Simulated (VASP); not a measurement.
Runs of VASP 6.6.1 on SrO. The structure is that of space group Fm-3m (No. 225), or close to it. The cells are those of the table. 

```tsv
spin	cell	k mesh	smearing	pressure (GPa)	moment (μB)
off	a = 3.622 Å, angles 60.0°, 2 atoms	12 × 12 × 12	fermi-dirac 0.08 eV	0.6	-
non-collinear, zero start, SOC	a = 3.613 Å, angles 60.3°, 2 atoms	8 × 8 × 8	gaussian 0.01 eV	0.6	0.00
non-collinear, zero start, SOC	a = 3.613, b = 3.613, c = 3.622 Å, angles 59.9, 59.9, 60.2°, 2 atoms	8 × 8 × 8	gaussian 0.01 eV	1.1	0.00
non-collinear, zero start, SOC	a = 3.631, b = 3.631, c = 3.622 Å, angles 60.1, 60.1, 59.8°, 2 atoms	8 × 8 × 8	gaussian 0.01 eV	0.1	0.00
non-collinear, zero start, SOC	a = 3.641 Å, angles 60.0°, 2 atoms	8 × 8 × 8	gaussian 0.01 eV	(a)	0.00
```

Alike in all rows: task single point; level PBEsol; potentials or basis VASP PAW PBE potentials, release 64 (Sr_sv, O); cutoff (eV) 520.

Q: Fill in the values left out.

A: (a) -0.8.

Caveats: the PAW data sets were made with another functional, which shifts forces and pressure a little.
